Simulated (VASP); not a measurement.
# OH2 in VASP: single point with PBE+D3(BJ)

Aim: the single point of OH2 with PBE+D3(BJ).

Program: VASP 6.6.1. These are calculated values, not measurements. Logs are shortened: lines on timing, memory, paths and dates and some standing lists are left out, and cuts for length are marked.

## (1) The cell of the first run

The cell holds a molecule in a box, 3 atoms: a = 6.509 Å, b = 5.256 Å, c = 24.577 Å, α = 90.00°, β = 90.00°, γ = 90.00°.

## (2) Single point, PBE+D3(BJ)

Input file INCAR:

```
ALGO = Normal
DIPOL = 0.5 0.5 0.658
EDIFF = 1E-7
ENCUT = 520
GGA = PE
IDIPOL = 3
ISIF = 2
ISMEAR = 0
IVDW = 12
LASPH = T
LCHARG = F
LDIPOL = T
LREAL = F
LWAVE = F
NBANDS = 11
NELM = 100
PREC = Accurate
SIGMA = 0.05
```

Input file KPOINTS:

```
k-points
0
Gamma
  3 3 1
```

Input file POSCAR:

```
H2O
1.0
    6.5094894533      0.0000000000      0.0000000000
    0.0000000000      5.2564237859      0.0000000000
    0.0000000000      0.0000000000     24.5769471043
O H
1 2
Direct
    0.7429248479     -0.2626418591      0.6574075876
    0.7472238567     -0.0849207526      0.6360464098
    0.8628509187     -0.2660549736      0.6808489580
```

Potentials or basis: VASP PAW PBE potentials, release 64 (O, H).

Command:

```sh
$ cat potpaw_PBE.64/O/POTCAR potpaw_PBE.64/H/POTCAR > POTCAR
$ mpirun -np 1 vasp_std > vasp.out
```

OUTCAR:

```text
EDIFF = 1E-7
   ENCUT = 520
   GGA = PE
   ISIF = 2
   ISMEAR = 0
   IVDW = 12
   LASPH = T
   LREAL = F
   NELM = 100
   PREC = Accurate
 IVDW          = 12

 ion  position               nearest neighbor table
   1  0.743  0.737  0.657-   3 0.97   2 1.07
   2  0.747  0.915  0.636-   1 1.07
   3  0.863  0.734  0.681-   1 0.97

  LATTYP: Found a simple orthorhombic cell.
 ALAT       =     5.2564237859
 B/A-ratio  =     1.2383874890
 C/A-ratio  =     4.6756022926

  Lattice vectors:

 A1 = (   0.0000000000,  -5.2564237859,   0.0000000000)
 A2 = (   6.5094894533,   0.0000000000,   0.0000000000)
 A3 = (   0.0000000000,   0.0000000000,  24.5769471043)

Analysis of symmetry for initial positions (statically):
=====================================================================
 Subroutine PRICEL returns:
 Original cell was already a primitive cell.

 Routine SETGRP: Setting up the symmetry group for a
 simple orthorhombic supercell.

 Subroutine GETGRP returns: Found  1 space group operations
 (whereof  1 operations were pure point group operations)
 out of a pool of  8 trial point group operations.

The static configuration has the point symmetry C_1 .

Analysis of symmetry for dynamics (positions and initial velocities):
=====================================================================
 Subroutine PRICEL returns:
 Original cell was already a primitive cell.

 Routine SETGRP: Setting up the symmetry group for a
 simple orthorhombic supercell.

 Subroutine GETGRP returns: Found  1 space group operations
 (whereof  1 operations were pure point group operations)
 out of a pool of  8 trial point group operations.

The dynamic configuration has the point symmetry C_1 .

 Subroutine INISYM returns: Found  1 space group operations
 (whereof  1 operations are pure point group operations),
 and found     1 'primitive' translations

----------------------------------------------------------------------------------------

                                     Primitive cell

  volume of cell :     840.9404

  direct lattice vectors                    reciprocal lattice vectors
     6.509489453  0.000000000  0.000000000     0.153621879  0.000000000  0.000000000
     0.000000000  5.256423786  0.000000000     0.000000000  0.190243413  0.000000000
     0.000000000  0.000000000 24.576947104     0.000000000  0.000000000  0.040688536

  length of vectors
     6.509489453  5.256423786 24.576947104     0.153621879  0.190243413  0.040688536

  position of ions in fractional coordinates (direct lattice)
     0.742924848  0.737358141  0.657407588
     0.747223857  0.915079247  0.636046410
     0.862850919  0.733945026  0.680848958

  ion indices of the primitive-cell ions
   primitive index   ion index
                 1           1
                 2           2
                 3           3

----------------------------------------------------------------------------------------

 KPOINTS: k-points

Automatic generation of k-mesh.
 Grid dimensions read from file:
 generate k-points for:    3    3    1

 Generating k-lattice:

  Cartesian coordinates                     Fractional coordinates (reciprocal lattice)
     0.051207293  0.000000000  0.000000000     0.333333333  0.000000000  0.000000000
     0.000000000  0.063414471  0.000000000     0.000000000  0.333333333  0.000000000
     0.000000000  0.000000000  0.040688536     0.000000000  0.000000000  1.000000000

  Length of vectors
     0.051207293  0.063414471  0.040688536

  Shift w.r.t. Gamma in fractional coordinates (k-lattice)
     0.000000000  0.000000000  0.000000000

 Subroutine IBZKPT returns following result:
 ===========================================

 Found      5 irreducible k-points:

 Following reciprocal coordinates:
            Coordinates               Weight
  0.000000  0.000000  0.000000      1.000000
  0.333333  0.000000  0.000000      2.000000
  0.000000  0.333333  0.000000      2.000000
  0.333333  0.333333  0.000000      2.000000
 -0.333333  0.333333  0.000000      2.000000
   k-points           NKPTS =      5   k-points in BZ     NKDIM =      5   number of bands    NBANDS=     11
   number of dos      NEDOS =    301   number of ions     NIONS =      3
   total plane-waves  NPLWV = 368640
   dimension x,y,z NGX =    48 NGY =   40 NGZ =  192
   dimension x,y,z NGXF=    96 NGYF=   80 NGZF=  384
   ions per type =               1   2
   NGX,Y,Z   is equivalent  to a cutoff of  12.26, 12.65, 12.99 a.u.
   NGXF,Y,Z  is equivalent  to a cutoff of  24.52, 25.30, 25.97 a.u.
 SYSTEM =  unknown system
   PREC   = accura    normal or accurate (medium, high low for compatibility)
   ISTART =      0    job   : 0-new  1-cont  2-samecut
   ICHARG =      2    charge: 1-file 2-atom 10-const
   ISPIN  =      1    spin polarized calculation?
   LNONCOLLINEAR =      F non collinear calculations
   LSORBIT =      F    spin-orbit coupling
   LASPH  =      T    aspherical Exc in radial PAW
   ENCUT  =  520.0 eV  38.22 Ry    6.18 a.u.  12.10  9.77 45.70*2*pi/ulx,y,z
   NELM   =    100;   NELMIN=  2; NELMDL= -5     # of ELM steps
   EDIFF  = 0.1E-06   stopping-criterion for ELM
   LREAL  =      F    real-space projection
   EDIFFG = 0.1E-05   stopping-criterion for IOM
   NSW    =      0    number of steps for IOM
   IBRION =     -1    ionic relax: 0-MD 1-quasi-New 2-CG
   NFREE  =      0    steps in history (QN), initial steepest desc. (CG)
   ISIF   =      2    stress and relaxation
   ISYM   =      2    0-nonsym 1-usesym 2-fastsym
   POTIM  = 0.5000    time-step for ionic-motion
   TEBEG  =    0.0;   TEEND  =   0.0 temperature during run
   PSTRESS=    0.0 pullay stress
   NELECT =       8.0000    total number of electrons
   NUPDOWN=      -1.0000    fix difference up-down
   EMIN   =  10.00;   EMAX   =-10.00  energy-range for DOS
   EFERMI =   0.00;   METHOD = LEGACY
   ISMEAR =     0;   SIGMA  =   0.05  broadening in eV -4-tet -1-fermi 0-gaus
   EFERMI_NEDOS =   21; number of points for ismear=-14 and -15
   IALGO  =     38    algorithm
   IMIX   =      4    mixing-type and parameters
     AMIX     =   0.40;   BMIX     =  1.00
     AMIX_MAG =   1.60;   BMIX_MAG =  1.00
  volume/ion in A,a.u.               =     280.31      1891.65
  Fermi-wavevector in a.u.,A,eV,Ry     =   0.346883  0.655514  1.637160  0.120328
  Thomas-Fermi vector in A             =   1.255872
   LORBIT       =      0    0 simple, 1 ext, 2 COOP (PROOUT), +10 PAW based schemes
   GGA     = PE    functional components
   LHFCALC =     F    Hartree Fock is set to
   AEXX    =    0.0000 exact exchange contribution
   IVDW    =    12    specifies the selected vdW correction
   LEPSILON=     F    determine dielectric tensor
   LRPA    =     F    only Hartree local field effects (RPA)
 non-spin polarized calculation
 Gauss-broadening in eV      SIGMA  =   0.05
  energy-cutoff  :      520.00
  volume of cell :      840.94
 maximum number of plane-waves:     22676
   NGX = 25   NGY = 19   NGZ = 91

 number of electron       7.9999998 magnetization

 dipolmoment           0.000000      0.000000     -0.021066 electrons x Angstroem

 Free energy of the ion-electron system (eV)
  ---------------------------------------------------
  ext. energy  EPLUGINS =         0.00000000
  ---------------------------------------------------
  free energy    TOTEN  =       -14.05778614 eV

  energy without entropy =      -14.05778614  energy(sigma->0) =      -14.05778614

 E-fermi :  -6.7017     XC(G=0):  -0.5874

 val. band max:       -6.9919123291   @ k =   0.0000   0.0000   0.0000
 cond. band min:      -1.5576947862   @ k =   0.0000   0.0000   0.0000
 fundamental gap:      5.4342175428
 Fermi energy:        -6.7016712189

 k-point     1 :       0.0000    0.0000    0.0000
  band No.  band energies     occupation
      1     -24.6640      2.00000
      2     -12.6052      2.00000
      3      -8.9745      2.00000
      4      -6.9919      2.00000
      5      -1.5577      0.00000
      6      -0.0045      0.00000
      7       0.1646      0.00000
      8       0.6669      0.00000
      9       0.7556      0.00000
     10       1.5357      0.00000
     11       1.8810      0.00000

 k-point     2 :       0.3333    0.0000    0.0000
  band No.  band energies     occupation
      1     -24.6639      2.00000
      2     -12.6055      2.00000
      3      -8.9765      2.00000
      4      -6.9936      2.00000
      5      -1.2936      0.00000
      6       0.2682      0.00000
      7       0.5184      0.00000
      8       0.6137      0.00000
      9       1.0669      0.00000
     10       1.1860      0.00000
     11       1.5704      0.00000

 k-point     3 :       0.0000    0.3333    0.0000
  band No.  band energies     occupation
      1     -24.6633      2.00000
      2     -12.6095      2.00000
      3      -8.9956      2.00000
      4      -6.9963      2.00000
      5      -0.9659      0.00000
      6       0.4927      0.00000
      7       0.7635      0.00000
      8       1.0201      0.00000
      9       1.3336      0.00000
     10       1.4335      0.00000
     11       2.0433      0.00000

 k-point     4 :       0.3333    0.3333    0.0000
  band No.  band energies     occupation
      1     -24.6633      2.00000
      2     -12.6098      2.00000
      3      -8.9973      2.00000
      4      -6.9976      2.00000
      5      -0.7206      0.00000
      6       0.7399      0.00000
      7       1.1021      0.00000
      8       1.1872      0.00000
      9       1.4058      0.00000
     10       1.7392      0.00000
     11       1.8281      0.00000

 k-point     5 :      -0.3333    0.3333    0.0000
  band No.  band energies     occupation
      1     -24.6633      2.00000
      2     -12.6098      2.00000
      3      -8.9971      2.00000
      4      -6.9979      2.00000
      5      -0.7118      0.00000
      6       0.6489      0.00000
      7       1.1017      0.00000
      8       1.1943      0.00000
      9       1.5732      0.00000
     10       1.7430      0.00000
     11       1.8019      0.00000

------------------------ aborting loop because EDIFF is reached ----------------------------------------

 vacuum level on the upper side and lower side of the slab       (xc-potential included)        -0.060         0.050

 Edisp (eV)   -0.01204

 E8    (eV) :    -0.0026

  FORCE on cell =-STRESS in cart. coord.  units (eV):
  Direction    XX          YY          ZZ          XY          YZ          ZX
  --------------------------------------------------------------------------------------
  -------------------------------------------------------------------------------------
  Total       0.03449    -2.98631    -1.07733     0.14971     1.75685     0.01751
  in kB       0.06572    -5.68958    -2.05255     0.28522     3.34720     0.03337
  external pressure =       -2.56 kB  Pullay stress =        0.00 kB

 VOLUME and BASIS-vectors are now :
 -----------------------------------------------------------------------------
  energy-cutoff  :      520.00
  volume of cell :      840.94
      direct lattice vectors                 reciprocal lattice vectors
     6.509489453  0.000000000  0.000000000     0.153621879  0.000000000  0.000000000
     0.000000000  5.256423786  0.000000000     0.000000000  0.190243413  0.000000000
     0.000000000  0.000000000 24.576947104     0.000000000  0.000000000  0.040688536

 POSITION                                       TOTAL-FORCE (eV/Angst)
 -----------------------------------------------------------------------------------
      4.83606      3.87587     16.15707        -0.301527      2.721157     -1.824969
      4.86405      4.81004     15.63208         0.143619     -3.019461      1.883875
      5.61672      3.85793     16.73319         0.157908      0.298304     -0.058906
 -----------------------------------------------------------------------------------
    total drift:                               -0.000062      0.000069     -0.000104

  FREE ENERGIE OF THE ION-ELECTRON SYSTEM (eV)
  ---------------------------------------------------
  free  energy   TOTEN  =       -14.0698307744 eV

  energy  without entropy=      -14.0698307744  energy(sigma->0) =      -14.06983077

 vacuum level on the upper side and lower side of the slab         0.020         0.138
```

Run time: 65 s. Hardware: 1 thread of Intel Xeon 6975P-C (Granite Rapids), shared host; peak memory 0.74 GiB.

What came out:

```yaml
Free_energy: -14.0698 eV
Largest_force: 3.562 eV/Å
Gap_between_the_frontier_levels: 5.43 eV, direct
Dispersion_energy_per_atom: -0.004 eV
```

Forces on the atoms (eV/Å):
```
O   -0.302  2.721 -1.825
H    0.144 -3.019  1.884
H    0.158  0.298 -0.059
```
